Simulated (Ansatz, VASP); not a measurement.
TlHC2 in VASP and in Ansatz

```
Tl C H
1.0
     9.00000    0.00000    0.00000
     0.00000    9.00000    0.00000
     0.00000    0.00000   13.63000
Tl C H
1 2 1
Direct
  0.50000 0.50000 0.33015
  0.50000 0.50000 0.50007
  0.50000 0.50000 0.59050
  0.50000 0.50000 0.66954
```

Alike in both runs: task single point; functional PBE; k mesh 1 × 1 × 1; occupations gaussian, width 0.01 eV; non-collinear spin, spin-orbit coupling.

|  | VASP | Ansatz |
| --- | --- | --- |
| version | VASP 6.6.1 | Ansatz 0.2.0 |
| potentials or method | VASP PAW PBE potentials, release 64 (Tl_d, C, H), cutoff 520 eV | plane waves, PAW |
| valence electrons in the cell | 22 | 22 |

```tsv
	VASP	Ansatz	Ansatz less VASP
rms of the force components (eV/Å)	0.092	0.129	+0.0370
net moment per atom (μB)	0.00	0.00	0.000
```

Atom by atom the forces differ by 0.044 eV/Å (rms over components). With one functional, cell and mesh, what is left measures potentials, basis and numerics. Ansatz's warnings: xc potential rough in thin density.
